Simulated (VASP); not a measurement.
# Pt (Im-3m) in VASP: further runs

Aim: see how the results for Pt move with the level of theory and the settings. Levels: HF, PBEsol-based global hybrid with 25 % exact exchange, PBE-based screened hybrid with 25 % exact exchange, PBEsol-based screened hybrid with 25 % exact exchange, HSE06. Tasks: single point.

All numbers are computed with VASP 6.6.1; they aren't measurements. Logs are shortened: lines on timing, memory, paths and dates and some standing lists are left out, and cuts for length are marked.

## (1) The cell of the first run

Symmetry: Im-3m, No. 229, cubic system. Conventional cell: a = 3.168 Å, b = 3.168 Å, c = 3.168 Å, α = 90.00°, β = 90.00°, γ = 90.00°. Within 3.6 Å of Pt (site symmetry m-3m) lie 14 Pt at 2.74 to 3.17 Å.

This isn't the form of Pt at room conditions, which is fcc.

## (2) Single point, HF

POSCAR

```
Pt
1.0
   -1.5842200000      1.5842200000      1.5842200000
    1.5842200000     -1.5842200000      1.5842200000
    1.5842200000      1.5842200000     -1.5842200000
Pt
1
Direct
    0.0000000000      0.0000000000      0.0000000000
```

INCAR.step1

```
SYSTEM = Pt
PREC     = Accurate       ! precision mode
ENCUT    = 430            ! plane-wave cutoff, eV
EDIFF    = 1E-5           ! SCF threshold, eV
ISMEAR   = -1             ! smearing method
SIGMA    = 0.05           ! smearing width, eV
LREAL    = .False.        ! projectors in reciprocal space
LASPH    = .True.         ! aspherical terms in the spheres
NELM     = 120            ! most SCF steps
ALGO     = Normal         ! electronic algorithm
ISIF     = 2              ! what is computed and relaxed
LWAVE    = .True.         ! write WAVECAR
LCHARG   = .False.        ! write CHGCAR
GGA      = PE             ! functional
NBANDS   = 15             ! bands
GGA_COMPAT= .False.
```

INCAR.step2

```
SYSTEM = Pt
PREC     = Accurate       ! precision mode
ENCUT    = 430            ! plane-wave cutoff, eV
EDIFF    = 1E-6           ! SCF threshold, eV
ISMEAR   = -1             ! smearing method
SIGMA    = 0.05           ! smearing width, eV
LREAL    = .False.        ! projectors in reciprocal space
LASPH    = .True.         ! aspherical terms in the spheres
NELM     = 120            ! most SCF steps
ALGO     = Normal         ! electronic algorithm
ISIF     = 2              ! what is computed and relaxed
LWAVE    = .False.        ! write WAVECAR
LCHARG   = .False.        ! write CHGCAR
GGA      = PE             ! functional
LHFCALC  = .True.         ! exact exchange
AEXX     = 1.0            ! exact-exchange fraction
ALDAC    = 0.0          
AGGAC    = 0.0          
PRECFOCK = Normal       
ISTART   = 1            
NBANDS   = 15             ! bands
GGA_COMPAT= .False.
```

KPOINTS

```
regular mesh
0
Gamma
  6 6 6
  0 0 0
```

Potentials or basis: VASP PAW PBE potentials, release 64 (Pt_sv_GW).

The run is started by

```console
> cat potpaw_PBE.64/Pt_sv_GW/POTCAR > POTCAR
> cp INCAR.step1 INCAR
> mpirun -np 1 vasp_std > vasp.out
> cp INCAR.step2 INCAR
> mpirun -np 1 vasp_std > vasp.out
```

OUTCAR:

```text
SYSTEM = Pt
   PREC = Accurate
   ENCUT = 430
   EDIFF = 1E-6
   ISMEAR = -1
   LREAL = .False.
   LASPH = .True.
   NELM = 120
   ISIF = 2
   GGA = PE
   LHFCALC = .True.
   AEXX = 1.0
   PRECFOCK = Normal
   ISTART = 1

 ion  position               nearest neighbor table
   1  0.000  0.000  0.000-

  LATTYP: Found a body centered cubic cell.
 ALAT       =     3.1684400000

  Lattice vectors:

 A1 = (  -1.5842200000,   1.5842200000,   1.5842200000)
 A2 = (   1.5842200000,  -1.5842200000,   1.5842200000)
 A3 = (   1.5842200000,   1.5842200000,  -1.5842200000)

Analysis of symmetry for initial positions (statically):
=====================================================================
 Subroutine PRICEL returns:
 Original cell was already a primitive cell.

 Routine SETGRP: Setting up the symmetry group for a
 body centered cubic supercell.

 Subroutine GETGRP returns: Found 48 space group operations
 (whereof 48 operations were pure point group operations)
 out of a pool of 48 trial point group operations.

The static configuration has the point symmetry O_h .

Analysis of symmetry for dynamics (positions and initial velocities):
=====================================================================
 Subroutine PRICEL returns:
 Original cell was already a primitive cell.

 Routine SETGRP: Setting up the symmetry group for a
 body centered cubic supercell.

 Subroutine GETGRP returns: Found 48 space group operations
 (whereof 48 operations were pure point group operations)
 out of a pool of 48 trial point group operations.

The dynamic configuration has the point symmetry O_h .

 Subroutine INISYM returns: Found 48 space group operations
 (whereof 48 operations are pure point group operations),
 and found     1 'primitive' translations

----------------------------------------------------------------------------------------

                                     Primitive cell

  volume of cell :      15.9040

  direct lattice vectors                    reciprocal lattice vectors
    -1.584220000  1.584220000  1.584220000     0.000000000  0.315612731  0.315612731
     1.584220000 -1.584220000  1.584220000     0.315612731  0.000000000  0.315612731
     1.584220000  1.584220000 -1.584220000     0.315612731  0.315612731  0.000000000

  length of vectors
     2.743949530  2.743949530  2.743949530     0.446343804  0.446343804  0.446343804

  position of ions in fractional coordinates (direct lattice)
     0.000000000  0.000000000  0.000000000

  ion indices of the primitive-cell ions
   primitive index   ion index
                 1           1

----------------------------------------------------------------------------------------

 KPOINTS: regular mesh

Automatic generation of k-mesh.
 Grid dimensions read from file:
 generate k-points for:    6    6    6

 Generating k-lattice:

  Cartesian coordinates                     Fractional coordinates (reciprocal lattice)
     0.000000000  0.052602122  0.052602122     0.166666667  0.000000000  0.000000000
     0.052602122  0.000000000  0.052602122     0.000000000  0.166666667  0.000000000
     0.052602122  0.052602122  0.000000000     0.000000000  0.000000000  0.166666667

  Length of vectors
     0.074390634  0.074390634  0.074390634

  Shift w.r.t. Gamma in fractional coordinates (k-lattice)
     0.000000000  0.000000000  0.000000000

 Subroutine IBZKPT returns following result:
 ===========================================

 Found     16 irreducible k-points:

 Following reciprocal coordinates:
            Coordinates               Weight
  0.000000  0.000000  0.000000      1.000000
  0.166667  0.000000  0.000000     12.000000
  0.333333  0.000000  0.000000     12.000000
  0.500000  0.000000  0.000000      6.000000
  0.166667  0.166667  0.000000     24.000000
  0.333333  0.166667  0.000000     48.000000
[... 8 lines left out ...]
  0.500000  0.500000  0.333333     12.000000
  0.500000  0.500000  0.500000      1.000000
   k-points           NKPTS =     16   k-points in BZ     NKDIM =    216   number of bands    NBANDS=     15
   number of dos      NEDOS =    301   number of ions     NIONS =      1
   total plane-waves  NPLWV =   8000
   dimension x,y,z NGX =    20 NGY =   20 NGZ =   20
   dimension x,y,z NGXF=    40 NGYF=   40 NGZF=   40
   ions per type =               1
   NGX,Y,Z   is equivalent  to a cutoff of  12.12, 12.12, 12.12 a.u.
   NGXF,Y,Z  is equivalent  to a cutoff of  24.23, 24.23, 24.23 a.u.
 SYSTEM =  Pt
   PREC   = accura    normal or accurate (medium, high low for compatibility)
   ISTART =      1    job   : 0-new  1-cont  2-samecut
   ICHARG =      0    charge: 1-file 2-atom 10-const
   ISPIN  =      1    spin polarized calculation?
   LNONCOLLINEAR =      F non collinear calculations
   LSORBIT =      F    spin-orbit coupling
   LASPH  =      T    aspherical Exc in radial PAW
   ENCUT  =  430.0 eV  31.60 Ry    5.62 a.u.   4.64  4.64  4.64*2*pi/ulx,y,z
   NELM   =    120;   NELMIN=  2; NELMDL=  0     # of ELM steps
   EDIFF  = 0.1E-05   stopping-criterion for ELM
   LREAL  =      F    real-space projection
   EDIFFG = 0.1E-04   stopping-criterion for IOM
   NSW    =      0    number of steps for IOM
   IBRION =     -1    ionic relax: 0-MD 1-quasi-New 2-CG
   NFREE  =      0    steps in history (QN), initial steepest desc. (CG)
   ISIF   =      2    stress and relaxation
   ISYM   =      3    0-nonsym 1-usesym 2-fastsym
   POTIM  = 0.5000    time-step for ionic-motion
   TEBEG  =    0.0;   TEEND  =   0.0 temperature during run
   PSTRESS=    0.0 pullay stress
   NELECT =      18.0000    total number of electrons
   NUPDOWN=      -1.0000    fix difference up-down
   EMIN   =  10.00;   EMAX   =-10.00  energy-range for DOS
   EFERMI =   0.00;   METHOD = LEGACY
   ISMEAR =    -1;   SIGMA  =   0.05  broadening in eV -4-tet -1-fermi 0-gaus
   EFERMI_NEDOS =   21; number of points for ismear=-14 and -15
   IALGO  =     38    algorithm
   IMIX   =      1    mixing-type and parameters
     AMIX     =   0.40;   BMIX     =  1.00
     AMIX_MAG =   1.60;   BMIX_MAG =  1.00
  volume/ion in A,a.u.               =      15.90       107.33
  Fermi-wavevector in a.u.,A,eV,Ry     =   1.706070  3.224005 39.602135  2.910675
  Thomas-Fermi vector in A             =   2.785174
   LORBIT       =      0    0 simple, 1 ext, 2 COOP (PROOUT), +10 PAW based schemes
   GGA     = PE    functional components
   LHFCALC =     T    Hartree Fock is set to
   PRECFOCK=normal    Normal, Fast or Accurate (Low or Medium for compatibility)
   ENCUT4O =  -1.0   cutoff for four orbital integrals eV
   NKREDX  =     1    reduce k-point grid by
   NKREDY  =     1    reduce k-point grid by
   NKREDZ  =     1    reduce k-point grid by
   AEXX    =    1.0000 exact exchange contribution
   HFSCREEN=    0.0000 screening length (either q_TF or 0.3 A-1)
   HFSCREENC=   0.0000 screening length for correlation (either q_TF or 0.3 A-1)
   ENCUTFOCK=  -1.0 apply spherical cutoff to Coloumb kernel
   IVDW    =     0    specifies the selected vdW correction
   LEPSILON=     F    determine dielectric tensor
   LRPA    =     F    only Hartree local field effects (RPA)
 non-spin polarized calculation
  energy-cutoff  :      430.00
  volume of cell :       15.90
 maximum number of plane-waves:       329
 NGX is ok and might be reduce to    20
  NGX = 14; NGY = 14; NGZ = 14

 number of electron      17.9999998 magnetization

 Free energy of the ion-electron system (eV)
  ---------------------------------------------------
  ext. energy  EPLUGINS =         0.00000000
  ---------------------------------------------------
  free energy    TOTEN  =        -2.59078479 eV

  energy without entropy =       -2.58759772  energy(sigma->0) =       -2.58919125

 E-fermi :   9.7305     XC(G=0):   0.0000

 val. band max:        6.8226496678   @ k =  -0.3333   0.3333   0.3333
 cond. band min:       9.8503561672   @ k =  -0.3333   0.5000   0.1667
 fundamental gap:      3.0277064994
 Fermi energy:         9.7304614035

 k-point     1 :       0.0000    0.0000    0.0000
  band No.  band energies     occupation
      1    -107.1574      2.00000
      2     -56.0329      2.00000
      3     -56.0329      2.00000
      4     -56.0329      2.00000
      5      -4.0855      2.00000
      6       1.5446      2.00000
      7       1.5446      2.00000
      8       1.5446      2.00000
      9       3.6851      2.00000
     10       3.6851      2.00000
     11      32.9386      0.00000
     12      32.9386      0.00000
     13      32.9386      0.00000
     14      44.4213      0.00000
     15      44.4213      0.00000

 k-point     2 :       0.1667    0.0000    0.0000
  band No.  band energies     occupation
      1    -107.1429      2.00000
      2     -56.2292      2.00000
      3     -56.1054      2.00000
      4     -56.0426      2.00000
      5      -2.5330      2.00000
      6       1.0440      2.00000
      7       1.6826      2.00000
      8       2.9387      2.00000
      9       3.3545      2.00000
     10       3.8258      2.00000
     11      33.0544      0.00000
     12      33.1966      0.00000
     13      34.8297      0.00000
     14      39.8073      0.00000
     15      40.2757      0.00000

 k-point     3 :       0.3333    0.0000    0.0000
  band No.  band energies     occupation
      1    -107.1136      2.00000
      2     -56.6210      2.00000
      3     -56.2517      2.00000
      4     -56.0656      2.00000
      5      -1.6690      2.00000
      6       0.1392      2.00000
      7       3.5719      2.00000
      8       4.2270      2.00000
      9       5.4558      2.00000
     10       6.7568      2.00000
     11      27.4549      0.00000
     12      30.4464      0.00000
     13      36.1569      0.00000
     14      39.4297      0.00000
     15      40.9290      0.00000
[... 199 lines left out ...]
 k-point    15 :       0.5000    0.5000    0.3333
  band No.  band energies     occupation
      1    -107.0651      2.00000
      2     -56.6960      2.00000
      3     -56.5675      2.00000
      4     -56.5051      2.00000
      5      -1.8193      2.00000
      6      -1.4863      2.00000
      7       5.4528      2.00000
      8       6.2320      2.00000
      9      11.6530      0.00000
     10      21.2893      0.00000
     11      22.0980      0.00000
     12      25.9966      0.00000
     13      33.4866      0.00000
     14      35.8358      0.00000
     15      37.1504      0.00000

 k-point    16 :       0.5000    0.5000    0.5000
  band No.  band energies     occupation
      1    -107.0536      2.00000
      2     -56.6549      2.00000
      3     -56.6549      2.00000
      4     -56.6549      2.00000
      5      -2.5129      2.00000
      6      -2.5129      2.00000
      7      11.3546      0.00000
      8      11.3546      0.00000
      9      11.3546      0.00000
     10      22.7562      0.00000
     11      22.7562      0.00000
     12      22.7562      0.00000
     13      30.7347      0.00000
     14      35.7536      0.00000
     15      35.7536      0.00000

------------------------ aborting loop because EDIFF is reached ----------------------------------------

  FORCE on cell =-STRESS in cart. coord.  units (eV):
  Direction    XX          YY          ZZ          XY          YZ          ZX
  --------------------------------------------------------------------------------------
  -------------------------------------------------------------------------------------
  Total       -0.0967826     -0.0967826     -0.0967826      0.0000000      0.0000000     -0.0000000
  in kB       -9.7499260     -9.7499260     -9.7499260      0.0000000      0.0000000     -0.0000000
  external PRESSURE =      -9.7499260 kB  Pullay stress =       0.0000000 kB

 VOLUME and BASIS-vectors are now :
 -----------------------------------------------------------------------------
  energy-cutoff  :      430.00
  volume of cell :       15.90
      direct lattice vectors                 reciprocal lattice vectors
    -1.584220000  1.584220000  1.584220000     0.000000000  0.315612731  0.315612731
     1.584220000 -1.584220000  1.584220000     0.315612731  0.000000000  0.315612731
     1.584220000  1.584220000 -1.584220000     0.315612731  0.315612731  0.000000000

 POSITION                                       TOTAL-FORCE (eV/Angst)
 -----------------------------------------------------------------------------------
      0.00000      0.00000      0.00000         0.000000     -0.000000     -0.000000
 -----------------------------------------------------------------------------------
    total drift:                                0.000000     -0.000000      0.000000

  FREE ENERGIE OF THE ION-ELECTRON SYSTEM (eV)
  ---------------------------------------------------
  free  energy   TOTEN  =        -2.5907847872 eV

  energy  without entropy=       -2.5875977207  energy(sigma->0) =       -2.58919125
```

Wall time 29 min (1 thread of AMD EPYC 7R43 (Zen 3), shared host); peak memory 0.1 GiB.

What came out:

- Free energy: -2.5908 eV
- Pressure: -1.0 GPa
- Band gap on the k mesh: zero (bands 9 and 10 overlap by 8.30 eV)

Levels at points of the mesh, in eV from the Fermi level:
```csv
k point,band 6,band 7,band 8,band 9,band 10,band 11,band 12,band 13
"(0.00, 0.00, 0.00)",-8.19,-8.19,-8.19,-6.05,-6.05,23.21,23.21,23.21
"(0.50, 0.00, 0.00)",-10.01,-5.71,-5.30,2.25,2.93,12.34,19.14,22.83
"(0.50, 0.50, 0.50)",-12.24,1.62,1.62,1.62,13.03,13.03,13.03,21.00
```

Caveat: the k points lie up to 0.47 Å⁻¹ apart, too coarse for converged energies and pressures of a metal; the PAW data sets were made with another functional, which shifts forces and pressure a little; spin-orbit coupling is left out, which moves the levels of the heavy elements.

## (3) Single point, PBEsol-based global hybrid with 25 % exact exchange

POSCAR is that of step 2.

INCAR.step1

```
PREC     = Accurate       # precision mode
ENCUT    = 520            # plane-wave cutoff, eV
EDIFF    = 1E-5           # SCF threshold, eV
ISMEAR   = -1             # smearing method
SIGMA    = 0.05           # smearing width, eV
LREAL    = False          # projectors in reciprocal space
LASPH    = True           # aspherical terms in the spheres
NELM     = 60             # most SCF steps
ALGO     = Normal         # electronic algorithm
ISIF     = 2              # what is computed and relaxed
LWAVE    = True           # write WAVECAR
LCHARG   = False          # write CHGCAR
GGA      = PE             # functional
NBANDS   = 11             # bands
```

INCAR.step2

```
PREC     = Accurate       # precision mode
ENCUT    = 520            # plane-wave cutoff, eV
EDIFF    = 1E-6           # SCF threshold, eV
ISMEAR   = -1             # smearing method
SIGMA    = 0.05           # smearing width, eV
LREAL    = False          # projectors in reciprocal space
LASPH    = True           # aspherical terms in the spheres
NELM     = 60             # most SCF steps
ALGO     = Normal         # electronic algorithm
ISIF     = 2              # what is computed and relaxed
LWAVE    = False          # write WAVECAR
LCHARG   = False          # write CHGCAR
GGA      = PS             # functional
LHFCALC  = True           # exact exchange
AEXX     = 0.25           # exact-exchange fraction
PRECFOCK = Normal       
ISTART   = 1            
NBANDS   = 11             # bands
```

KPOINTS

```
Automatic mesh
0
Gamma
  6 6 6
```

Potentials or basis: VASP PAW PBE potentials, release 64 (Pt).

The run is started by

```console
> cat potpaw_PBE.64/Pt/POTCAR > POTCAR
> cp INCAR.step1 INCAR
> mpirun -np 1 vasp_std > vasp.out
> cp INCAR.step2 INCAR
> mpirun -np 1 vasp_std > vasp.out
```

Wall time 6.8 min (1 thread of Intel Xeon Platinum 8375C at 2.90GHz (Ice Lake), shared host); peak memory 0.14 GiB.

The run converged. Its results:

- Free energy: -7.9710 eV
- Pressure: -15.5 GPa
- Band gap on the k mesh: zero (bands 5 and 6 overlap by 3.46 eV)

Levels at points of the mesh, in eV from the Fermi level:
```csv
k point,band 3,band 4,band 5,band 6,band 7,band 8
"(0.00, 0.00, 0.00)",-4.43,-4.43,-1.99,-1.99,18.90,18.90
"(0.50, 0.00, 0.00)",-2.07,-1.51,0.84,1.58,7.84,14.90
"(0.50, 0.50, 0.50)",1.01,1.01,1.01,9.04,9.04,9.04
```

Caveat: the k points lie up to 0.47 Å⁻¹ apart, too coarse for converged energies and pressures of a metal; the PAW data sets were made with another functional, which shifts forces and pressure a little; spin-orbit coupling is left out, which moves the levels of the heavy elements.

## (4) Single point, PBE-based screened hybrid with 25 % exact exchange

POSCAR is that of step 3.

INCAR.step1

```
  ALGO = Normal
  EDIFF = 1E-5
  ENCUT = 520
  GGA = PE
  ISIF = 2
  ISMEAR = -1
  LASPH = True
  LREAL = False
  LWAVE = True
  NBANDS = 11
  NELM = 60
  PREC = Accurate
  SIGMA = 0.05
```

INCAR.step2

```
  AEXX = 0.25
  ALGO = Normal
  EDIFF = 1E-7
  ENCUT = 520
  GGA = PE
  HFSCREEN = 0.3
  ISIF = 2
  ISMEAR = -1
  ISTART = 1
  LASPH = True
  LCHARG = True
  LELF = True
  LHFCALC = True
  LREAL = False
  LVHAR = True
  LWAVE = False
  NBANDS = 11
  NELM = 60
  PREC = Accurate
  PRECFOCK = Normal
  SIGMA = 0.05
```

KPOINTS

```
k-points
0
Gamma
  6 6 6
```

The run is started by

```console
> cat potpaw_PBE.64/Pt/POTCAR > POTCAR
> cp INCAR.step1 INCAR
> mpirun -np 1 vasp_std > vasp.out
> cp INCAR.step2 INCAR
> mpirun -np 1 vasp_std > vasp.out
```

Run time: 9.4 min. Hardware: 1 thread of Intel Xeon Platinum 8375C at 2.90GHz (Ice Lake), shared host; peak memory 0.23 GiB.

The run converged. Its results:

```
Free energy            : -6.6676 eV
Pressure               : -8.0 GPa
Band gap on the k mesh : zero (bands 5 and 6 overlap by 2.55 eV)
```

Levels at points of the mesh, in eV from the Fermi level:
| k point | band 3 | band 4 | band 5 | band 6 | band 7 | band 8 |
| --- | --- | --- | --- | --- | --- | --- |
| (0.00, 0.00, 0.00) | -3.64 | -3.64 | -1.24 | -1.24 | 18.58 | 18.58 |
| (0.50, 0.00, 0.00) | -1.32 | -0.83 | 0.81 | 1.45 | 7.53 | 14.61 |
| (0.50, 0.50, 0.50) | 0.90 | 0.90 | 0.90 | 8.79 | 8.79 | 8.79 |

Caveat: the k points lie up to 0.47 Å⁻¹ apart, too coarse for converged energies and pressures of a metal; the PAW data sets were made with another functional, which shifts forces and pressure a little; spin-orbit coupling is left out, which moves the levels of the heavy elements.

(Continued in part 2 of 2.)

The gap in the log of VASP goes by the Fermi energy; the results here count the filled bands.